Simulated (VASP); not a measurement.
# B (Fd-3m) in VASP: relaxation of cell and atoms with r2SCAN

Aim: the relaxation of cell and atoms of B with r2SCAN.

Program: VASP 6.6.1. These are calculated values, not measurements. Logs are shortened: lines on timing, memory, paths and dates and some standing lists are left out, and cuts for length are marked.

## 1. The cell of the first run

The structure is cubic, space group Fd-3m (No. 227). Conventional cell: a = 4.052 Å, b = 4.052 Å, c = 4.052 Å, α = 90.00°, β = 90.00°, γ = 90.00°. Within 2.3 Å of B (site symmetry -43m) lie 4 B at 1.75 Å.

This isn't the form of B at room conditions, which is rhombohedral.

## 2. Relaxation of cell and atoms, r2SCAN

POSCAR

```
B
1.0
    0.0000000000      2.0259413998      2.0259413998
    2.0259413998      0.0000000000      2.0259413998
    2.0259413998      2.0259413998      0.0000000000
B
2
Direct
    0.0000000000      0.0000000000      0.0000000000
    0.2500000000      0.2500000000      0.2500000000
```

INCAR.step1

```
ALGO = Normal ; EDIFF = 1E-4
ENCUT = 600 ; GGA = PE
ISMEAR = 0 ; LASPH = T
LCHARG = F ; LREAL = F
LWAVE = T ; NELM = 100
PREC = Accurate ; SIGMA = 0.1
```

INCAR.step2

```
ALGO = Normal ; EDIFF = 1E-6
EDIFFG = -0.01 ; ENCUT = 600
IBRION = 2 ; ISIF = 3
ISMEAR = 0 ; ISTART = 1
LASPH = T ; LCHARG = F
LMIXTAU = T ; LREAL = F
LWAVE = F ; METAGGA = R2SCAN
NELM = 100 ; NSW = 100
PREC = Accurate ; SIGMA = 0.1
```

KPOINTS

```
k-points
0
Gamma
  24 24 24
```

Potentials or basis: VASP PAW PBE potentials, release 64 (B).

Launch:

```console
$ cat potpaw_PBE.64/B/POTCAR > POTCAR
$ cp INCAR.step1 INCAR
$ mpirun -np 1 vasp_std > vasp.out
$ cp INCAR.step2 INCAR
$ mpirun -np 1 vasp_std > vasp.out
```

OUTCAR:

```text
EDIFF = 1E-6
   EDIFFG = -0.01
   ENCUT = 600
   IBRION = 2
   ISIF = 3
   ISMEAR = 0
   ISTART = 1
   LASPH = T
   LREAL = F
   METAGGA = R2SCAN
   NELM = 100
   NSW = 100
   PREC = Accurate

 ion  position               nearest neighbor table
   1  0.000  0.000  0.000-   2 1.75   2 1.75   2 1.75   2 1.75
   2  0.250  0.250  0.250-   1 1.75   1 1.75   1 1.75   1 1.75

  LATTYP: Found a face centered cubic cell.
 ALAT       =     4.0518827996

  Lattice vectors:

 A1 = (   0.0000000000,   2.0259413998,   2.0259413998)
 A2 = (   2.0259413998,   0.0000000000,   2.0259413998)
 A3 = (   2.0259413998,   2.0259413998,   0.0000000000)

Analysis of symmetry for initial positions (statically):
=====================================================================
 Subroutine PRICEL returns:
 Original cell was already a primitive cell.

 Routine SETGRP: Setting up the symmetry group for a
 face centered cubic supercell.

 Subroutine GETGRP returns: Found 48 space group operations
 (whereof 24 operations were pure point group operations)
 out of a pool of 48 trial point group operations.

The static configuration has the point symmetry T_d .
 The point group associated with its full space group is O_h .

Analysis of symmetry for dynamics (positions and initial velocities):
=====================================================================
 Subroutine PRICEL returns:
 Original cell was already a primitive cell.

 Routine SETGRP: Setting up the symmetry group for a
 face centered cubic supercell.

 Subroutine GETGRP returns: Found 48 space group operations
 (whereof 24 operations were pure point group operations)
 out of a pool of 48 trial point group operations.

The dynamic configuration has the point symmetry T_d .
 The point group associated with its full space group is O_h .

 Subroutine INISYM returns: Found 48 space group operations
 (whereof 24 operations are pure point group operations),
 and found     1 'primitive' translations

----------------------------------------------------------------------------------------

                                     Primitive cell

  volume of cell :      16.6307

  direct lattice vectors                    reciprocal lattice vectors
     0.000000000  2.025941400  2.025941400    -0.246798846  0.246798846  0.246798846
     2.025941400  0.000000000  2.025941400     0.246798846 -0.246798846  0.246798846
     2.025941400  2.025941400  0.000000000     0.246798846  0.246798846 -0.246798846

  length of vectors
     2.865113804  2.865113804  2.865113804     0.427468141  0.427468141  0.427468141

  position of ions in fractional coordinates (direct lattice)
     0.000000000  0.000000000  0.000000000
     0.250000000  0.250000000  0.250000000

  ion indices of the primitive-cell ions
   primitive index   ion index
                 1           1
                 2           2

----------------------------------------------------------------------------------------

 KPOINTS: k-points

Automatic generation of k-mesh.
 Grid dimensions read from file:
 generate k-points for:   24   24   24

 Generating k-lattice:

  Cartesian coordinates                     Fractional coordinates (reciprocal lattice)
    -0.010283285  0.010283285  0.010283285     0.041666667  0.000000000  0.000000000
     0.010283285 -0.010283285  0.010283285     0.000000000  0.041666667  0.000000000
     0.010283285  0.010283285 -0.010283285     0.000000000  0.000000000  0.041666667

  Length of vectors
     0.017811173  0.017811173  0.017811173

  Shift w.r.t. Gamma in fractional coordinates (k-lattice)
     0.000000000  0.000000000  0.000000000

 Subroutine IBZKPT returns following result:
[... 53 lines left out ...]
   IBRION =      2    ionic relax: 0-MD 1-quasi-New 2-CG
   NFREE  =      1    steps in history (QN), initial steepest desc. (CG)
   ISIF   =      3    stress and relaxation
   ISYM   =      2    0-nonsym 1-usesym 2-fastsym
   POTIM  = 0.5000    time-step for ionic-motion
   TEBEG  =    0.0;   TEEND  =   0.0 temperature during run
   PSTRESS=    0.0 pullay stress
   NELECT =       6.0000    total number of electrons
   NUPDOWN=      -1.0000    fix difference up-down
   EMIN   =  10.00;   EMAX   =-10.00  energy-range for DOS
   EFERMI =   0.00;   METHOD = LEGACY
   ISMEAR =     0;   SIGMA  =   0.10  broadening in eV -4-tet -1-fermi 0-gaus
   EFERMI_NEDOS =   21; number of points for ismear=-14 and -15
   IALGO  =     38    algorithm
   IMIX   =      4    mixing-type and parameters
     AMIX     =   0.40;   BMIX     =  1.00
     AMIX_MAG =   1.60;   BMIX_MAG =  1.00
  volume/ion in A,a.u.               =       8.32        56.11
  Fermi-wavevector in a.u.,A,eV,Ry     =   1.165436  2.202354 18.479987  1.358241
  Thomas-Fermi vector in A             =   2.301962
   LORBIT       =      0    0 simple, 1 ext, 2 COOP (PROOUT), +10 PAW based schemes
   METAGGA = R2SCAN    functional components
   LHFCALC =     F    Hartree Fock is set to
   AEXX    =    0.0000 exact exchange contribution
   IVDW    =     0    specifies the selected vdW correction
   LEPSILON=     F    determine dielectric tensor
   LRPA    =     F    only Hartree local field effects (RPA)
 conjugate gradient relaxation of ions
 non-spin polarized calculation
 Gauss-broadening in eV      SIGMA  =   0.10
  energy-cutoff  :      600.00
  volume of cell :       16.63
 maximum number of plane-waves:       568
   NGX = 11   NGY = 11   NGZ = 11

--------------------------------------- Ionic step        1  -------------------------------------------

 number of electron       6.0000000 magnetization

 Free energy of the ion-electron system (eV)
  ---------------------------------------------------
  ext. energy  EPLUGINS =         0.00000000
  ---------------------------------------------------
  free energy    TOTEN  =       -12.69993307 eV

  energy without entropy =      -12.69585579  energy(sigma->0) =      -12.69789443

------------------------ aborting loop because EDIFF is reached ----------------------------------------

  FORCE on cell =-STRESS in cart. coord.  units (eV):
  Direction    XX          YY          ZZ          XY          YZ          ZX
  --------------------------------------------------------------------------------------
  -------------------------------------------------------------------------------------
  Total        0.0242193      0.0242193      0.0242193     -0.0000000      0.0000000      0.0000000
  in kB        2.3332530      2.3332530      2.3332530     -0.0000000      0.0000000      0.0000000
  external PRESSURE =       2.3332530 kB  Pullay stress =       0.0000000 kB

 VOLUME and BASIS-vectors are now :
 -----------------------------------------------------------------------------
  energy-cutoff  :      600.00
  volume of cell :       16.63
      direct lattice vectors                 reciprocal lattice vectors
     0.000000000  2.025941400  2.025941400    -0.246798846  0.246798846  0.246798846
     2.025941400  0.000000000  2.025941400     0.246798846 -0.246798846  0.246798846
     2.025941400  2.025941400  0.000000000     0.246798846  0.246798846 -0.246798846

 POSITION                                       TOTAL-FORCE (eV/Angst)
 -----------------------------------------------------------------------------------
      0.00000      0.00000      0.00000         0.000000      0.000000     -0.000000
      1.01297      1.01297      1.01297        -0.000000     -0.000000      0.000000
 -----------------------------------------------------------------------------------
    total drift:                               -0.000000     -0.000000      0.000000

  FREE ENERGIE OF THE ION-ELECTRON SYSTEM (eV)
  ---------------------------------------------------
  free  energy   TOTEN  =       -12.6999330672 eV

  energy  without entropy=      -12.6958557896  energy(sigma->0) =      -12.69789443

--------------------------------------- Ionic step        2  -------------------------------------------

 number of electron       6.0000000 magnetization

 Free energy of the ion-electron system (eV)
  ---------------------------------------------------
  ext. energy  EPLUGINS =         0.00000000
  ---------------------------------------------------
  free energy    TOTEN  =       -12.69994517 eV

  energy without entropy =      -12.69586774  energy(sigma->0) =      -12.69790646

 E-fermi :   3.7150     XC(G=0): -11.8702

 val. band max:        3.7038797537   @ k =   0.4583   0.2500   0.0417
 cond. band min:       3.7169831468   @ k =  -0.3333   0.2917   0.0833
 fundamental gap:      0.0131033931
 Fermi energy:         3.7149641317

 k-point     1 :       0.0000    0.0000    0.0000
  band No.  band energies     occupation
      1     -10.0099      2.00000
      2       8.0482      0.00000
      3       8.0482      0.00000
      4       8.0482      0.00000
      5      12.3255      0.00000
      6      12.3255      0.00000
      7      12.3255      0.00000
[... 221 lines left out ...]
 k-point    24 :       0.4583    0.0417    0.0000
  band No.  band energies     occupation
      1      -5.6156      2.00000
      2      -2.8426      2.00000
      3       5.4291      0.00000
      4       5.5014      0.00000
      5      14.3639      0.00000
      6      14.7389      0.00000
      7      16.2781      0.00000

 [... further k-points ...]

------------------------ aborting loop because EDIFF is reached ----------------------------------------

  FORCE on cell =-STRESS in cart. coord.  units (eV):
  Direction    XX          YY          ZZ          XY          YZ          ZX
  --------------------------------------------------------------------------------------
  -------------------------------------------------------------------------------------
  Total       -0.0088032     -0.0088032     -0.0088032     -0.0000000      0.0000000      0.0000000
  in kB       -0.8465995     -0.8465995     -0.8465995     -0.0000000      0.0000000      0.0000000
  external PRESSURE =      -0.8465995 kB  Pullay stress =       0.0000000 kB

 VOLUME and BASIS-vectors are now :
 -----------------------------------------------------------------------------
  energy-cutoff  :      600.00
  volume of cell :       16.66
      direct lattice vectors                 reciprocal lattice vectors
    -0.000000000  2.027124959  2.027124959    -0.246654750  0.246654750  0.246654750
     2.027124959  0.000000000  2.027124959     0.246654750 -0.246654750  0.246654750
     2.027124959  2.027124959  0.000000000     0.246654750  0.246654750 -0.246654750

 POSITION                                       TOTAL-FORCE (eV/Angst)
 -----------------------------------------------------------------------------------
     -0.00000      2.02712      2.02712         0.000000      0.000000      0.000000
      1.01356      1.01356      1.01356        -0.000000     -0.000000     -0.000000
 -----------------------------------------------------------------------------------
    total drift:                               -0.000000     -0.000000      0.000000

  FREE ENERGIE OF THE ION-ELECTRON SYSTEM (eV)
  ---------------------------------------------------
  free  energy   TOTEN  =       -12.6999451732 eV

  energy  without entropy=      -12.6958677433  energy(sigma->0) =      -12.69790646

 reached required accuracy - stopping structural energy minimisation
```

It took 73 s on 1 thread of Intel Xeon 6975P-C (Granite Rapids), shared host; peak memory 0.18 GiB.

Results:

```yaml
Free_energy: -12.6999 eV
Relaxed_volume: 8.33 Å³/atom
Relaxed_cell: a = 2.867 Å, b = 2.867 Å, c = 2.867 Å, α = 60.00°, β = 60.00°, γ = 60.00°
Space_group_after_relaxing_to_0.1_Å: Fd-3m (No. 227)
Energy_gained_by_relaxing: 0.0 meV/atom
Ionic_steps: 2
Pressure_after_relaxing: -0.1 GPa
Band_gap_on_the_k_mesh: zero (bands 3 and 4 overlap by 7.62 eV)
```

Final structure:
```
B
1.0
     0.00000    2.02712    2.02712
     2.02712    0.00000    2.02712
     2.02712    2.02712    0.00000
B
2
Cartesian
  0.0000 2.0271 2.0271
  1.0136 1.0136 1.0136
```

Levels at points of the mesh, in eV from the Fermi level:
```csv
k point,band 1,band 2,band 3,band 4,band 5,band 6,band 7
"(0.00, 0.00, 0.00)",-13.72,4.33,4.33,4.33,8.61,8.61,8.61
"(0.50, 0.00, 0.00)",-8.68,-7.39,1.82,1.82,10.78,10.78,12.49
"(0.50, 0.50, 0.00)",-6.41,-6.41,-1.36,-1.36,7.61,7.61,19.49
```

Caveat: the PAW data sets were made with another functional, which shifts forces and pressure a little.
